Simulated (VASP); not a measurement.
# Ga3Se (Pm-3m) in VASP: notebook, part 2 of 2

VASP 6.6.1. Earlier steps stand in the parts before.

### Step 4. Single point, PBEsol

The input, INCAR:

```
SYSTEM = Ga3Se
ALGO = Normal ; EDIFF = 1E-6
ENCUT = 500 ; GGA = PS
GGA_COMPAT = .FALSE. ; ISIF = 2
ISMEAR = 1 ; LASPH = .TRUE.
LCHARG = .FALSE. ; LREAL = .FALSE.
LWAVE = .FALSE. ; NBANDS = 30
NELM = 120 ; PREC = Accurate
SIGMA = 0.02
```

The input, KPOINTS:

```
k-points
0
G
  10 10 10
  0 0 0
```

The input, POSCAR:

```
Ga3Se
1.0
    4.4324650000      0.0000000000      0.0000000000
    0.0000000000      4.4324650000      0.0000000000
    0.0000000000      0.0000000000      4.4324650000
Ga Se
3 1
Direct
    0.0000000000      0.5000000000      0.5000000000
    0.5000000000      0.0000000000      0.5000000000
    0.5000000000      0.5000000000      0.0000000000
    0.0000000000      0.0000000000      0.0000000000
```

Potentials or basis: VASP PAW PBE potentials, release 64 (Ga_d, Se).

The run is started by

```
> cat potpaw_PBE.64/Ga_d/POTCAR potpaw_PBE.64/Se/POTCAR > POTCAR
> mpirun -np 1 vasp_std > vasp.out
```

OUTCAR:

```text
SYSTEM = Ga3Se
   EDIFF = 1E-6
   ENCUT = 500
   GGA = PS
   ISIF = 2
   ISMEAR = 1
   LASPH = .TRUE.
   LREAL = .FALSE.
   NELM = 120
   PREC = Accurate

 ion  position               nearest neighbor table
   1  0.000  0.500  0.500-
   2  0.500  0.000  0.500-
   3  0.500  0.500  0.000-
   4  0.000  0.000  0.000-

[... 988 lines left out ...]
------------------------ aborting loop because EDIFF is reached ----------------------------------------

  FORCE on cell =-STRESS in cart. coord.  units (eV):
  Direction    XX          YY          ZZ          XY          YZ          ZX
  --------------------------------------------------------------------------------------
  -------------------------------------------------------------------------------------
  Total       -1.9674897     -1.9674897     -1.9674897     -0.0000000      0.0000000     -0.0000000
  in kB      -36.1982116    -36.1982116    -36.1982116     -0.0000000      0.0000000     -0.0000000
  external PRESSURE =     -36.1982116 kB  Pullay stress =       0.0000000 kB

 VOLUME and BASIS-vectors are now :
 -----------------------------------------------------------------------------
  energy-cutoff  :      500.00
  volume of cell :       87.08
      direct lattice vectors                 reciprocal lattice vectors
     4.432465000  0.000000000  0.000000000     0.225608098  0.000000000  0.000000000
     0.000000000  4.432465000  0.000000000     0.000000000  0.225608098  0.000000000
     0.000000000  0.000000000  4.432465000     0.000000000  0.000000000  0.225608098

 POSITION                                       TOTAL-FORCE (eV/Angst)
 -----------------------------------------------------------------------------------
      0.00000      2.21623      2.21623         0.000000      0.000000      0.000000
      2.21623      0.00000      2.21623         0.000000      0.000000      0.000000
      2.21623      2.21623      0.00000         0.000000      0.000000      0.000000
      0.00000      0.00000      0.00000         0.000000      0.000000      0.000000
 -----------------------------------------------------------------------------------
    total drift:                                0.000000     -0.000000     -0.000000

  FREE ENERGIE OF THE ION-ELECTRON SYSTEM (eV)
  ---------------------------------------------------
  free  energy   TOTEN  =       -13.9357223453 eV

  energy  without entropy=      -13.9357100971  energy(sigma->0) =      -13.93571826
```

stdout:

```text
POSCAR found type information on POSCAR GaSe
 POSCAR found :  2 types and       4 ions
 scaLAPACK will be used
 -----------------------------------------------------------------------------
|                                                                             |
|                                                                             |
|     You enforced a specific xc type in the INCAR file but a different       |
|     I HOPE YOU KNOW WHAT YOU ARE DOING!                                     |
|                                                                             |
 -----------------------------------------------------------------------------

 LDA part: xc-table for (Slater+PW92), standard interpolation
 POSCAR, INCAR and KPOINTS ok, starting setup
 FFT: planning ... GRIDC
 FFT: planning ... GRID_SOFT
 FFT: planning ... GRID
 WAVECAR not read
 entering main loop
```

It took 2.1 min on 1 thread of Intel Xeon 8259CL, shared host; peak memory 0.25 GiB.

Results:

```yaml
Free_energy: -13.9357 eV
Pressure: -3.6 GPa
```

Caveat: the PAW data sets were made with another functional, which shifts forces and pressure a little.

### Step 5. Single point, PBEsol

The input, INCAR:

```
SYSTEM = Ga3Se
ALGO = Normal ; EDIFF = 1E-6
ENCUT = 500 ; GGA = PS
GGA_COMPAT = .False. ; ISIF = 2
ISMEAR = 1 ; LASPH = .True.
LCHARG = .False. ; LREAL = .False.
LWAVE = .False. ; NBANDS = 30
NELM = 120 ; PREC = Accurate
SIGMA = 0.5
```

The input, KPOINTS:

```
k-points
0
Gamma
  10 10 10
  0 0 0
```

POSCAR is that of step 4.

The run is started by

```
> cat potpaw_PBE.64/Ga_d/POTCAR potpaw_PBE.64/Se/POTCAR > POTCAR
> mpirun -np 1 vasp_std > vasp.out
```

It took 2.2 min on 1 thread of Intel Xeon 8259CL, shared host; peak memory 0.25 GiB.

The run converged. Its results:

```
Free energy : -13.9477 eV
Pressure    : -3.7 GPa
```

Levels at points of the mesh, in eV from the Fermi level:
```tsv
k point	band 20	band 21	band 22	band 23	band 24	band 25
(0.00, 0.00, 0.00)	-3.73	-2.84	-2.84	1.61	1.61	1.61
(0.50, 0.00, 0.00)	-2.79	-2.16	-1.04	-0.27	-0.27	1.14
(0.50, 0.50, 0.00)	-2.16	-0.82	-0.71	-0.71	1.36	1.65
(0.50, 0.50, 0.50)	-4.88	-4.88	-4.88	-3.48	3.96	3.96
```

Caveat: the PAW data sets were made with another functional, which shifts forces and pressure a little.

### Step 6. Single point, PBEsol

The input, INCAR:

```
PREC     = Accurate       # precision mode
ENCUT    = 500            # plane-wave cutoff, eV
EDIFF    = 1E-6           # SCF threshold, eV
ISMEAR   = -5             # smearing method
SIGMA    = 0.1            # smearing width, eV
LREAL    = F              # projectors in reciprocal space
LASPH    = T              # aspherical terms in the spheres
NELM     = 120            # most SCF steps
ALGO     = Normal         # electronic algorithm
ISIF     = 2              # what is computed and relaxed
LWAVE    = F              # write WAVECAR
LCHARG   = T              # write CHGCAR
GGA      = PS             # functional
LELF     = T              # ELF
LVHAR    = T            
NBANDS   = 30             # bands
GGA_COMPAT= F
```

The input, KPOINTS:

```
regular mesh
0
Gamma
  10 10 10
```

POSCAR is that of step 5.

Potentials or basis: VASP PAW PBE potentials, release 64 (Ga_d, Se).

The run is started by

```
> cat potpaw_PBE.64/Ga_d/POTCAR potpaw_PBE.64/Se/POTCAR > POTCAR
> mpirun -np 1 vasp_std > vasp.out
```

OUTCAR:

```text
PREC = Accurate
   ENCUT = 500
   EDIFF = 1E-6
   ISMEAR = -5
   LREAL = F
   LASPH = T
   NELM = 120
   ISIF = 2
   GGA = PS

 ion  position               nearest neighbor table
   1  0.000  0.500  0.500-
   2  0.500  0.000  0.500-
   3  0.500  0.500  0.000-
   4  0.000  0.000  0.000-

  LATTYP: Found a simple cubic cell.
[... 990 lines left out ...]

  FORCE on cell =-STRESS in cart. coord.  units (eV):
  Direction    XX          YY          ZZ          XY          YZ          ZX
  --------------------------------------------------------------------------------------
  -------------------------------------------------------------------------------------
  Total       -1.9336132     -1.9336132     -1.9336132      0.0000000      0.0000000      0.0000000
  in kB      -35.5749460    -35.5749460    -35.5749460      0.0000000      0.0000000      0.0000000
  external PRESSURE =     -35.5749460 kB  Pullay stress =       0.0000000 kB

 VOLUME and BASIS-vectors are now :
 -----------------------------------------------------------------------------
  energy-cutoff  :      500.00
  volume of cell :       87.08
      direct lattice vectors                 reciprocal lattice vectors
     4.432465000  0.000000000  0.000000000     0.225608098  0.000000000  0.000000000
     0.000000000  4.432465000  0.000000000     0.000000000  0.225608098  0.000000000
     0.000000000  0.000000000  4.432465000     0.000000000  0.000000000  0.225608098

 POSITION                                       TOTAL-FORCE (eV/Angst)
 -----------------------------------------------------------------------------------
      0.00000      2.21623      2.21623         0.000000      0.000000      0.000000
      2.21623      0.00000      2.21623         0.000000      0.000000      0.000000
      2.21623      2.21623      0.00000         0.000000      0.000000      0.000000
      0.00000      0.00000      0.00000         0.000000      0.000000      0.000000
 -----------------------------------------------------------------------------------
    total drift:                                0.000000     -0.000000     -0.000000

  FREE ENERGIE OF THE ION-ELECTRON SYSTEM (eV)
  ---------------------------------------------------
  free  energy   TOTEN  =       -13.9500548189 eV

  energy  without entropy=      -13.9500548189  energy(sigma->0) =      -13.95005482
```

OSZICAR:

```text
N       E                     dE             d eps       ncg     rms          rms(c)
DAV:   1     0.305171219506E+03    0.30517E+03   -0.21288E+04  3462   0.239E+03
DAV:   2     0.247981668595E+02   -0.28037E+03   -0.27269E+03  3464   0.506E+02
DAV:   3    -0.126002768569E+02   -0.37398E+02   -0.36185E+02  3956   0.137E+02
DAV:   4    -0.140703524436E+02   -0.14701E+01   -0.14639E+01  3914   0.279E+01
DAV:   5    -0.141025963993E+02   -0.32244E-01   -0.32247E-01  3858   0.418E+00    0.314E+00
DAV:   6    -0.139645175510E+02    0.13808E+00   -0.39301E-01  4546   0.699E+00    0.180E+00
DAV:   7    -0.139545248705E+02    0.99927E-02   -0.52607E-02  3724   0.136E+00    0.758E-01
DAV:   8    -0.139498855378E+02    0.46393E-02   -0.84981E-03  4178   0.667E-01    0.779E-02
DAV:   9    -0.139501008643E+02   -0.21533E-03   -0.15079E-03  4118   0.300E-01    0.407E-02
DAV:  10    -0.139500626119E+02    0.38252E-04   -0.16971E-04  4002   0.130E-01    0.211E-02
DAV:  11    -0.139500827588E+02   -0.20147E-04   -0.24506E-05  4038   0.450E-02    0.151E-02
DAV:  12    -0.139500578926E+02    0.24866E-04   -0.97054E-06  4328   0.332E-02    0.230E-03
DAV:  13    -0.139500540113E+02    0.38813E-05   -0.14177E-06  2676   0.100E-02    0.117E-03
DAV:  14    -0.139500548189E+02   -0.80761E-06   -0.22067E-07  2214   0.416E-03
   1 F= -.13950055E+02 E0= -.13950055E+02  d E =0.000000E+00
```

It took 2.2 min on 1 thread of Intel Xeon 8259CL, shared host; peak memory 0.26 GiB.

Results:

* Free energy: -13.9501 eV
* Pressure: -3.6 GPa

Levels at points of the mesh, in eV from the Fermi level:
| k point | band 20 | band 21 | band 22 | band 23 | band 24 | band 25 | band 26 | band 27 |
| --- | --- | --- | --- | --- | --- | --- | --- | --- |
| (0.00, 0.00, 0.00) | -3.76 | -2.87 | -2.87 | 1.58 | 1.58 | 1.58 | 4.36 | 4.36 |
| (0.50, 0.00, 0.00) | -2.82 | -2.19 | -1.07 | -0.30 | -0.30 | 1.11 | 3.95 | 4.14 |
| (0.50, 0.50, 0.00) | -2.18 | -0.84 | -0.73 | -0.73 | 1.33 | 1.62 | 1.62 | 1.83 |
| (0.50, 0.50, 0.50) | -4.91 | -4.91 | -4.91 | -3.52 | 3.94 | 3.94 | 3.94 | 8.49 |

Caveat: the PAW data sets were made with another functional, which shifts forces and pressure a little; tetrahedron occupations give inexact forces and stress in metals.

### Step 7. The runs side by side

```tsv
k mesh	cutoff (eV)	smearing	gap on the mesh (eV)	pressure (GPa)
16 × 16 × 16	520	gaussian 0.1 eV	none	-3.6
10 × 10 × 10	500	methfessel-paxton 0.01 eV	none	-3.6
10 × 10 × 10	500	methfessel-paxton 0.02 eV	none	-3.6
10 × 10 × 10	500	methfessel-paxton 0.5 eV	none	-3.7
10 × 10 × 10	500	tetrahedron	none	-3.6
```

Alike in all rows: task single point; level PBEsol; potentials or basis VASP PAW PBE potentials, release 64 (Ga_d, Se); no spin polarisation; cell as given.

Every run on the cell as given and a fine mesh finds a metal.

Caveats: the PAW data sets were made with another functional, which shifts forces and pressure a little; tetrahedron occupations give inexact forces and stress in metals (some runs).

Total energies depend on the potentials used, so only differences within one code and one set of settings carry meaning.
